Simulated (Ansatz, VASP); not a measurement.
**Two plane-wave programs on C**

```xyz
4
Lattice="1.2280 -2.1271 0.0000 1.2280 2.1271 0.0000 0.0000 0.0000 7.1733" Properties=species:S:1:pos:R:3 pbc="T T T"
C     1.2280    1.7724    5.4025
C     1.2280   -0.3547    1.7708
C     1.2280   -1.7724    1.7708
C     1.2280    0.3547    5.4025
```

Alike in both runs: task single point; functional r2SCAN; k mesh 18 × 18 × 6; occupations gaussian, width 0.1 eV; no spin polarisation.

```csv
,VASP,Ansatz
version,VASP 6.6.1,Ansatz 0.2.0
potentials or method,"VASP PAW PBE potentials, release 64 (C), cutoff 520 eV","scalar-relativistic, plane waves, PAW"
valence electrons in the cell,16,16
```

```csv
,VASP,Ansatz,Ansatz less VASP
gap on the k mesh at the Fermi level (eV),0.03,0.03,0.000
least direct gap on the mesh (eV),0.03,0.03,0.000
pressure (GPa),0.5,-0.1,-0.64
"traceless stress, the component that is largest in VASP (GPa)",-0.78,-0.03,+0.745
rms of the force components (eV/Å),0.013,0.013,0.0000
```

VASP's potentials were made for PBE, not for r2SCAN. Atom by atom the forces differ by 0.000 eV/Å (rms over components).
